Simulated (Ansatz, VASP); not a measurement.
# Zn in VASP and in Ansatz

POSCAR

```
Zn
1.0
    2.6647980532      0.0000000000      0.0000000000
   -1.3323990266      2.3077828100      0.0000000000
    0.0000000000      0.0000000000      4.9467000000
Zn
2
Direct
    0.3333333333      0.6666666667      0.2500000000
    0.6666666667      0.3333333333      0.7500000000
```

The input INCAR.step1:

```
PREC = Accurate
ENCUT = 550
ISMEAR = 0
SIGMA = 0.1
LREAL = False
LASPH = True
NELM = 120
NBANDS = 19
GGA = PE
ALGO = Normal
EDIFF = 1E-5
LWAVE = True
LCHARG = False
GGA_COMPAT = False
```

Contents of INCAR.step2:

```
PREC = Accurate
ENCUT = 550
EDIFF = 1E-6
ISMEAR = 0
SIGMA = 0.1
LREAL = False
LASPH = True
NELM = 120
ALGO = Normal
ISIF = 2
LWAVE = False
LCHARG = True
METAGGA = R2SCAN
LMIXTAU = True
LELF = True
LVHAR = True
NBANDS = 19
ISTART = 1
GGA_COMPAT = False
```

The input KPOINTS:

```
regular mesh
0
Gamma
  9 9 4
```

Input for Ansatz:

```yaml
crystal:
  lattice:
    - [2.6647980532, 0.0, 0.0]
    - [-1.3323990266, 2.30778281, 0.0]
    - [0.0, 0.0, 4.9467]
  atoms:
    - { symbol: Zn, position: [0.3333333333, 0.6666666667, 0.25] }
    - { symbol: Zn, position: [0.6666666667, 0.3333333333, 0.75] }
basis:
  ecutwfc: 500
kpoints:
  mp_grid: { grid: [9, 9, 4] }
hamiltonian:
  xc: r2scan
scf:
  occupations: { method: gaussian, width: 0.1 }
  lower_state_search: "off"
output:
  forces: true
  stress: true
  eigenvalues: true
```

Alike in both runs: task single point; functional r2SCAN; k mesh 9 × 9 × 4; occupations gaussian, width 0.1 eV; no spin polarisation.

|  | VASP | Ansatz |
| --- | --- | --- |
| version | VASP 6.6.1 | Ansatz 0.2.0 |
| potentials or method | VASP PAW PBE potentials, release 64 (Zn), cutoff 550 eV | scalar-relativistic, plane waves, PAW |
| valence electrons in the cell | 24 | 24 |

VASP gave:

* gap on the k mesh at the Fermi level (eV): none
* pressure (GPa): -4.5
* traceless stress, the component that is largest in VASP (GPa): 0.28

Problem. What did Ansatz give for the same quantities?

Solution. gap on the k mesh at the Fermi level (eV): none; pressure (GPa): -4.7; traceless stress, the component that is largest in VASP (GPa): 0.48.

VASP's potentials were made for PBE, not for r2SCAN. A gap of «none» marks a metal or a gap that the smearing closes.
